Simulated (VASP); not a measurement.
Wanted: the native input for a VASP 6.6.1 run.

- Task: single point
- Functional: PBEsol
- Potentials or basis: VASP PAW PBE potentials, release 64 (Ti_sv, N)
- Cutoff: 520 eV
- k mesh: 20 × 20 × 20
- Occupations: gaussian, width 0.15 eV
- Spin: collinear spin
- Starting moments: [0.75, 0.0] μB
- Fixed moment: 0.75 μB
- Dipole correction: no
- Further INCAR settings: ALGO = Normal; EDIFF = 1e-06; NBANDS = 20

The structure of TiN lies in POSCAR:

```
TiN
1.0
    0.0000000000      2.1295887000      2.1295887000
    2.1295887000      0.0000000000      2.1295887000
    2.1295887000      2.1295887000      0.0000000000
Ti N
1 1
Direct
    0.0000000000      0.0000000000      0.0000000000
    0.5000000000      0.5000000000      0.5000000000
```

The input as run:

INCAR

```
PREC     = Accurate       # precision mode
ENCUT    = 520            # plane-wave cutoff, eV
EDIFF    = 1E-6           # SCF threshold, eV
ISMEAR   = 0              # smearing method
SIGMA    = 0.15           # smearing width, eV
LREAL    = F              # projectors in reciprocal space
LASPH    = T              # aspherical terms in the spheres
NELM     = 150            # most SCF steps
ALGO     = Normal         # electronic algorithm
ISIF     = 2              # what is computed and relaxed
LWAVE    = F              # write WAVECAR
LCHARG   = F              # write CHGCAR
ISPIN    = 2              # spin polarisation
MAGMOM   = 0.75 0         # initial moments
LORBIT   = 11             # projections on sites
NUPDOWN  = 0.75           # fixed moment
LMAXMIX  = 4              # l up to which the mixer works
GGA      = PS             # functional
NBANDS   = 20             # bands
```

KPOINTS

```
regular mesh
0
Gamma
  20 20 20
```

Potentials or basis: VASP PAW PBE potentials, release 64 (Ti_sv, N).

Launch:

```console
$ cat potpaw_PBE.64/Ti_sv/POTCAR potpaw_PBE.64/N/POTCAR > POTCAR
$ mpirun -np 1 vasp_std > vasp.out
```

Results of the run:

```json
{
  "Pressure": "-6.0 GPa",
  "Net moment": "0.75 μB per cell",
  "Site moments": "Ti +0.57; N +0.04 μB",
  "Valence electrons inside the program's atomic spheres": "Ti 10.38; N 3.73"
}
```

Caveat: the cell stands under tension; the PAW data sets were made with another functional, which shifts forces and pressure a little; the total moment is fixed, so each spin has its own Fermi level.

Run time: 5.2 min on 1 thread of Intel Xeon 8259CL, with other jobs on the host, peak memory 0.27 GiB.
